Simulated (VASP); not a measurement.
Here is a VASP 6.6.1 calculation.

POSCAR

```
NaI
1.0
    0.0000000000      3.2297205894      3.2297205894
    3.2297205894      0.0000000000      3.2297205894
    3.2297205894      3.2297205894      0.0000000000
Na I
1 1
Direct
    0.0000000000      0.0000000000      0.0000000000
    0.5000000000      0.5000000000      0.5000000000
```

File INCAR.step1:

```
  PREC = Accurate
  ENCUT = 520
  EDIFF = 1E-5
  ISMEAR = 0
  SIGMA = 0.01
  LREAL = F
  LASPH = T
  NELM = 100
  ALGO = Normal
  ISIF = 2
  LWAVE = T
  GGA = PE
  NBANDS = 14
```

Contents of INCAR.step2:

```
  PREC = Accurate
  ENCUT = 520
  EDIFF = 1E-6
  ISMEAR = 0
  SIGMA = 0.01
  LREAL = F
  LASPH = T
  NELM = 100
  ALGO = Normal
  ISIF = 2
  LWAVE = F
  LCHARG = T
  GGA = PE
  LHFCALC = T
  HFSCREEN = 0.2079
  PRECFOCK = Normal
  LELF = T
  LVHAR = T
  ISTART = 1
  NBANDS = 14
```

KPOINTS

```
regular mesh
0
Gamma
  4 4 4
```

Potentials or basis: VASP PAW PBE potentials, release 64 (Na_pv, I).

Command:

```sh
$ cat potpaw_PBE.64/Na_pv/POTCAR potpaw_PBE.64/I/POTCAR > POTCAR
$ cp INCAR.step1 INCAR
$ mpirun -np 1 vasp_std > vasp.out
$ cp INCAR.step2 INCAR
$ mpirun -np 1 vasp_std > vasp.out
```

(1) Estimate the band gap on the k mesh.

(2) What does it give for the pressure?

## Answers

(1) 4.67 eV.

(2) 0.3 GPa.

Caveat: the k points lie up to 0.42 Å⁻¹ apart; the PAW data sets were made with another functional, which shifts forces and pressure a little; spin-orbit coupling is left out, which moves the levels of the heavy elements.
